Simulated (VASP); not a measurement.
# W9C8 in VASP: further runs, part 2 of 2

VASP 6.6.1.

## (4) Single point, LDA

INCAR

```
ALGO = Normal
EDIFF = 1E-6
ENCUT = 520
ISIF = 2
ISMEAR = -1
LASPH = True
LCHARG = False
LREAL = Auto
LWAVE = False
NBANDS = 93
NELM = 80
PREC = Accurate
SIGMA = 0.05
```

KPOINTS

```
k-points
0
Gamma
  3 3 1
```

POSCAR

```
W9C8
1.0
    5.6929600000      0.0000000000      0.0000000000
   -2.8464800000      4.9302480000      0.0000000000
    0.0000000000      0.0000000000     17.1931300000
W C
9 8
Direct
    0.0000000000      0.0000000000      0.0581627662
   -0.0363671467      0.0026570671      0.2207800441
    0.0000045923      0.4999951321      0.0581627662
   -0.0180671653      0.4976828752      0.2320112743
    0.5000035131      0.0000000000      0.0581627662
    0.4622824110     -0.0230617202      0.2261135698
    0.4999905398      0.4999951321      0.0581627662
    0.4910915798      0.5164851748      0.2137830634
    0.4981589315      0.4560014020      0.3655646180
    0.3048244252      0.1476396319      0.1392998250
    0.2982261104      0.1611075143      0.2953679755
    0.3094447937      0.6551800234      0.1358275078
    0.3278182314      0.6365602704      0.3091583673
    0.8008908363      0.1520613162      0.1330066137
    0.8097886574      0.1744942648      0.2958681753
    0.8145659276      0.6441258127      0.1379562651
    0.8163648189      0.6562955859      0.3029872978
```

Potentials or basis: VASP PAW LDA potentials, release 64 (W_sv, C).

Launch:

```bash
cat potpaw_LDA.64/W_sv/POTCAR potpaw_LDA.64/C/POTCAR > POTCAR
mpirun -np 1 vasp_std > vasp.out
```

OUTCAR:

```text
EDIFF = 1E-6
   ENCUT = 520
   ISIF = 2
   ISMEAR = -1
   LASPH = True
   LREAL = Auto
   NELM = 80
   PREC = Accurate

 ion  position               nearest neighbor table
   1  0.000  0.000  0.058-  10 2.05  14 2.16  16 2.23   2 2.80   3 2.85   7 2.85   5 2.85   5 2.85
                             7 2.85   3 2.85
   2  0.964  0.003  0.221-  15 2.06  11 2.09  14 2.16  10 2.19  17 2.22  16 2.28   8 2.73   4 2.77
                             6 2.79   1 2.80   6 2.92   4 2.93   8 2.97
   3  0.000  0.500  0.058-  12 2.03  16 2.13  14 2.15   7 2.85   1 2.85   5 2.85   5 2.85   1 2.85
                             7 2.85   4 2.99
   4  0.982  0.498  0.232-  15 1.94  17 2.01  13 2.17  16 2.24  12 2.31  14 2.41   6 2.73   2 2.77
                             8 2.86   8 2.87   2 2.93   6 2.96   3 2.99
   5  0.500  0.000  0.058-  14 1.96  12 2.16  10 2.20   1 2.85   3 2.85   7 2.85   7 2.85   3 2.85
                             1 2.85   6 2.89
   6  0.462  0.977  0.226-  11 2.09  15 2.10  10 2.20  13 2.21  12 2.22  14 2.31   8 2.72   4 2.73
                             2 2.79   5 2.89   2 2.92   4 2.96   8 3.00
   7  0.500  0.500  0.058-  16 2.07  12 2.17  10 2.23   8 2.68   3 2.85   1 2.85   5 2.85   5 2.85
                             1 2.85   3 2.85
   8  0.491  0.516  0.214-  16 2.07  12 2.08  13 2.16  17 2.22  10 2.22  11 2.25   9 2.64   7 2.68
                             6 2.72   2 2.73   4 2.86   4 2.87   2 2.97   6 3.00
   9  0.498  0.456  0.366-  11 1.91  17 1.92  13 1.98   8 2.64
  10  0.305  0.148  0.139-   1 2.05   2 2.19   5 2.20   6 2.20   8 2.22   7 2.23
  11  0.298  0.161  0.295-   9 1.91   2 2.09   6 2.09   8 2.25
  12  0.309  0.655  0.136-   3 2.03   8 2.08   5 2.16   7 2.17   6 2.22   4 2.31
  13  0.328  0.637  0.309-   9 1.98   8 2.16   4 2.17   6 2.21
  14  0.801  0.152  0.133-   5 1.96   3 2.15   2 2.16   1 2.16   6 2.31   4 2.41
  15  0.810  0.174  0.296-   4 1.94   2 2.06   6 2.10
  16  0.815  0.644  0.138-   8 2.07   7 2.07   3 2.13   1 2.23   4 2.24   2 2.28
  17  0.816  0.656  0.303-   9 1.92   4 2.01   2 2.22   8 2.22

  LATTYP: Found a hexagonal cell.
 ALAT       =     5.6929600000
 C/A-ratio  =     3.0200686462

  Lattice vectors:

 A1 = (   5.6929600000,   0.0000000000,   0.0000000000)
 A2 = (  -2.8464800000,   4.9302480000,   0.0000000000)
 A3 = (   0.0000000000,   0.0000000000,  17.1931300000)

Analysis of symmetry for initial positions (statically):
=====================================================================
 Subroutine PRICEL returns:
 Original cell was already a primitive cell.

 Routine SETGRP: Setting up the symmetry group for a
 hexagonal supercell.

 Subroutine GETGRP returns: Found  1 space group operations
 (whereof  1 operations were pure point group operations)
 out of a pool of 24 trial point group operations.

The static configuration has the point symmetry C_1 .

Analysis of symmetry for dynamics (positions and initial velocities):
=====================================================================
 Subroutine PRICEL returns:
 Original cell was already a primitive cell.

 Routine SETGRP: Setting up the symmetry group for a
 hexagonal supercell.

 Subroutine GETGRP returns: Found  1 space group operations
 (whereof  1 operations were pure point group operations)
 out of a pool of 24 trial point group operations.

The dynamic configuration has the point symmetry C_1 .

 Subroutine INISYM returns: Found  1 space group operations
 (whereof  1 operations are pure point group operations),
 and found     1 'primitive' translations

----------------------------------------------------------------------------------------

                                     Primitive cell

  volume of cell :     482.5717

  direct lattice vectors                    reciprocal lattice vectors
     5.692960000  0.000000000  0.000000000     0.175655546  0.101414777  0.000000000
[... 85 lines left out ...]
   NGXF,Y,Z  is equivalent  to a cutoff of  24.53, 24.53, 24.75 a.u.
 SYSTEM =  unknown system
   PREC   = accura    normal or accurate (medium, high low for compatibility)
   ISTART =      0    job   : 0-new  1-cont  2-samecut
   ICHARG =      2    charge: 1-file 2-atom 10-const
   ISPIN  =      1    spin polarized calculation?
   LNONCOLLINEAR =      F non collinear calculations
   LSORBIT =      F    spin-orbit coupling
   LASPH  =      T    aspherical Exc in radial PAW
   ENCUT  =  520.0 eV  38.22 Ry    6.18 a.u.  10.59 10.59 31.97*2*pi/ulx,y,z
   NELM   =     80;   NELMIN=  2; NELMDL= -5     # of ELM steps
   EDIFF  = 0.1E-05   stopping-criterion for ELM
   LREAL  =      T    real-space projection
   EDIFFG = 0.1E-04   stopping-criterion for IOM
   NSW    =      0    number of steps for IOM
   IBRION =     -1    ionic relax: 0-MD 1-quasi-New 2-CG
   NFREE  =      0    steps in history (QN), initial steepest desc. (CG)
   ISIF   =      2    stress and relaxation
   ISYM   =      2    0-nonsym 1-usesym 2-fastsym
   POTIM  = 0.5000    time-step for ionic-motion
   TEBEG  =    0.0;   TEEND  =   0.0 temperature during run
   PSTRESS=    0.0 pullay stress
   NELECT =     158.0000    total number of electrons
   NUPDOWN=      -1.0000    fix difference up-down
   EMIN   =  10.00;   EMAX   =-10.00  energy-range for DOS
   EFERMI =   0.00;   METHOD = LEGACY
   ISMEAR =    -1;   SIGMA  =   0.05  broadening in eV -4-tet -1-fermi 0-gaus
   EFERMI_NEDOS =   21; number of points for ismear=-14 and -15
   IALGO  =     38    algorithm
   IMIX   =      4    mixing-type and parameters
     AMIX     =   0.40;   BMIX     =  1.00
     AMIX_MAG =   1.60;   BMIX_MAG =  1.00
  volume/ion in A,a.u.               =      28.39       191.56
  Fermi-wavevector in a.u.,A,eV,Ry     =   1.128340  2.132253 17.322267  1.273151
  Thomas-Fermi vector in A             =   2.265029
   LORBIT       =      0    0 simple, 1 ext, 2 COOP (PROOUT), +10 PAW based schemes
   GGA     = CA    functional components
   LHFCALC =     F    Hartree Fock is set to
   AEXX    =    0.0000 exact exchange contribution
   IVDW    =     0    specifies the selected vdW correction
   LEPSILON=     F    determine dielectric tensor
   LRPA    =     F    only Hartree local field effects (RPA)
 non-spin polarized calculation
  energy-cutoff  :      520.00
  volume of cell :      482.57
 maximum number of plane-waves:     12987
 NGX is ok and might be reduce to    42
   NGX = 21   NGY = 21   NGZ = 63

 number of electron     158.0000005 magnetization

 Free energy of the ion-electron system (eV)
  ---------------------------------------------------
  ext. energy  EPLUGINS =         0.00000000
  ---------------------------------------------------
  free energy    TOTEN  =      -191.48695264 eV

  energy without entropy =     -191.42511391  energy(sigma->0) =     -191.45603327

 E-fermi :   1.5754     XC(G=0):  -6.5895

 val. band max:        1.5158340708   @ k =   0.3333   0.3333   0.0000
 cond. band min:       1.6106806016   @ k =   0.0000   0.0000   0.0000
 fundamental gap:      0.0948465308
 Fermi energy:         1.5753655070

 k-point     1 :       0.0000    0.0000    0.0000
  band No.  band energies     occupation
      1     -72.5763      2.00000
      2     -72.0101      2.00000
      3     -71.9405      2.00000
      4     -71.9132      2.00000
      5     -71.9119      2.00000
      6     -71.8522      2.00000
[... 459 lines left out ...]
     90       3.7061      0.00000
     91       3.9402      0.00000
 [bands above 91 left out]

------------------------ aborting loop because EDIFF is reached ----------------------------------------

  FORCE on cell =-STRESS in cart. coord.  units (eV):
  Direction    XX          YY          ZZ          XY          YZ          ZX
  --------------------------------------------------------------------------------------
  -------------------------------------------------------------------------------------
  Total        6.6332280      3.9860269     -4.3907734      0.7174678      4.5026730      2.2492183
  in kB       22.0228571     13.2339340    -14.5777254      2.3820515     14.9492409      7.4675879
  external PRESSURE =       6.8930219 kB  Pullay stress =       0.0000000 kB

 VOLUME and BASIS-vectors are now :
 -----------------------------------------------------------------------------
  energy-cutoff  :      520.00
  volume of cell :      482.57
      direct lattice vectors                 reciprocal lattice vectors
     5.692960000  0.000000000  0.000000000     0.175655546  0.101414777  0.000000000
    -2.846480000  4.930248000  0.000000000     0.000000000  0.202829553  0.000000000
     0.000000000  0.000000000 17.193130000     0.000000000  0.000000000  0.058162766

 POSITION                                       TOTAL-FORCE (eV/Angst)
 -----------------------------------------------------------------------------------
      0.00000      0.00000      1.00000        -0.851455     -0.605938     -0.040559
      5.47836      0.01310      3.79590         2.309542     -0.734971      1.041910
     -1.42320      2.46510      1.00000        -1.026354     -0.403749      0.614474
      4.17346      2.45370      3.98900         0.319150     -0.837586     -1.563133
      2.84650      0.00000      1.00000        -1.763606     -0.769742     -0.075904
     -0.14908      4.81655      3.88760         0.975626      2.476678      0.110122
[... 9 lines left out ...]
      2.80380      3.17570      2.37190         0.452682      1.587330     -1.011489
      2.77940      3.23570      5.20930        -1.615007      0.681730     -0.299592
 -----------------------------------------------------------------------------------
    total drift:                               -0.011034      0.002177     -0.017919

  FREE ENERGIE OF THE ION-ELECTRON SYSTEM (eV)
  ---------------------------------------------------
  free  energy   TOTEN  =      -191.4869526378 eV

  energy  without entropy=     -191.4251139115  energy(sigma->0) =     -191.45603327
```

Wall time 12 min (1 thread of Intel Xeon Platinum 8488C (Sapphire Rapids), shared host); peak memory 0.43 GiB.

Results:

```yaml
Free_energy: -191.4870 eV
Largest_force: 4.826 eV/Å
Band_gap_on_the_k_mesh: zero (bands 79 and 80 overlap by 0.56 eV)
```

Forces in eV/Å, atoms in the order of the input:
```
W   -0.851 -0.606 -0.041
W    2.310 -0.735  1.042
W   -1.026 -0.404  0.614
W    0.319 -0.838 -1.563
W   -1.764 -0.770 -0.076
W    0.976  2.477  0.110
W   -0.574 -0.661 -0.437
W    0.804 -4.031  2.529
W   -1.328  0.898 -1.243
C    0.630  0.999 -0.521
C    0.334  0.769  0.192
C    0.268  0.728 -0.336
C   -0.021  0.282 -0.003
C    1.395  0.811  1.466
C   -0.308 -1.188 -0.424
C    0.453  1.587 -1.011
C   -1.615  0.682 -0.300
```

Levels at points of the mesh, in eV from the Fermi level:
```
           k point  band 75  band 76  band 77  band 78  band 79  band 80  band 81  band 82  band 83  band 84
(0.00, 0.00, 0.00)    -0.39    -0.08     0.04     0.23     0.50     0.60     0.63     0.74     0.86     1.27
```

Caveat: the k points lie up to 0.42 Å⁻¹ apart, too coarse for converged energies and pressures of a metal; there is no dipole correction, which matters where the two faces differ; spin-orbit coupling is left out, which moves the levels of the heavy elements.

## (5) The runs side by side

| cell | gap on the mesh (eV) | largest force (eV/Å) |
| --- | --- | --- |
| as given, atomic positions A | none | 4.92 |
| as given, atomic positions B | none | 2.68 |
| as given, atomic positions C | none | 4.83 |

Alike in all rows: task single point; level LDA; potentials or basis VASP PAW LDA potentials, release 64 (W_sv, C); no spin polarisation; k mesh 3 × 3 × 1; cutoff (eV) 520; smearing fermi-dirac 0.05 eV.

Caveats: all runs use coarse meshes; there is no dipole correction, which matters where the two faces differ; spin-orbit coupling is left out, which moves the levels of the heavy elements.

Total energies depend on the potentials used, so only differences within one code and one set of settings carry meaning.

The gap in the log of VASP goes by the Fermi energy; the results here count the filled bands.